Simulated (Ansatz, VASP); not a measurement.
**ScAl3: VASP beside Ansatz**

The input POSCAR:

```
ScAl3
1.0
    4.0878065700      0.0000000000      0.0000000000
    0.0000000000      4.0878065700      0.0000000000
    0.0000000000      0.0000000000      4.0878065700
Sc Al
1 3
Direct
    0.0000000000      0.0000000000      0.0000000000
    0.5000000000      0.5000000000      0.0000000000
    0.0000000000      0.5000000000      0.5000000000
    0.5000000000      0.0000000000      0.5000000000
```

The input INCAR.step1:

```
SYSTEM = ScAl3
ALGO = Normal ; EDIFF = 1E-4
ENCUT = 520 ; GGA = PE
ISMEAR = -1 ; LASPH = .True.
LCHARG = .False. ; LREAL = .False.
LWAVE = .True. ; NBANDS = 18
NELM = 100 ; PREC = Accurate
SIGMA = 0.05
```

The input INCAR.step2:

```
SYSTEM = ScAl3
ALGO = Normal ; EDIFF = 1E-7
ENCUT = 520 ; ISIF = 2
ISMEAR = -1 ; ISTART = 1
LASPH = .True. ; LCHARG = .True.
LELF = .True. ; LMIXTAU = .True.
LREAL = .False. ; LVHAR = .True.
LWAVE = .False. ; METAGGA = R2SCAN
NBANDS = 18 ; NELM = 100
PREC = Accurate ; SIGMA = 0.05
```

File KPOINTS:

```
k-points
0
Gamma
  7 7 7
  0 0 0
```

The input input.yaml:

```yaml
crystal:
  lattice:
    - [4.08780657, 0.0, 0.0]
    - [0.0, 4.08780657, 0.0]
    - [0.0, 0.0, 4.08780657]
  atoms:
    - { symbol: Sc, position: [0.0, 0.0, 0.0] }
    - { symbol: Al, position: [0.5, 0.5, 0.0] }
    - { symbol: Al, position: [0.0, 0.5, 0.5] }
    - { symbol: Al, position: [0.5, 0.0, 0.5] }
hamiltonian:
  xc: r2scan
  pseudopotentials: { kind: paw }
kpoints:
  mp_grid: { grid: [7, 7, 7] }
  band_path:
    path:
      - [[0.0, 0.0, 0.0], [0.0, 0.5, 0.0], [0.5, 0.5, 0.0], [0.0, 0.0, 0.0], [0.5, 0.5, 0.5], [0.0, 0.5, 0.0]]
      - [[0.5, 0.5, 0.0], [0.5, 0.5, 0.5]]
    npoints: 14
scf:
  occupations: { method: fermi_dirac, width: 0.05 }
  n_extra_bands: 10
output:
  forces: true
  stress: true
  eigenvalues: true
  fatbands: false
```

Alike in both runs: functional r2SCAN; k mesh 7 × 7 × 7; occupations fermi-dirac, width 0.05 eV; no spin polarisation.

|  | VASP | Ansatz |
| --- | --- | --- |
| version | VASP 6.6.1 | Ansatz 0.2.0 |
| potentials or method | VASP PAW PBE potentials, release 64 (Sc_sv, Al) | Ansatz PAW |
| plane-wave cutoff (eV) | 520 | 500 |
| valence electrons in the cell | 20 | 20 |
| task | single point | band structure |

|  | VASP | Ansatz | Ansatz less VASP |
| --- | --- | --- | --- |
| gap on the k mesh at the Fermi level (eV) | none | none | - |
| pressure (GPa) | -0.2 | -0.2 | 0.00 |

VASP's potentials were made for PBE, not for r2SCAN. A gap of «none» marks a metal or a gap that the smearing closes. The functional is the same, so the differences come from potentials, cutoffs and numerics.
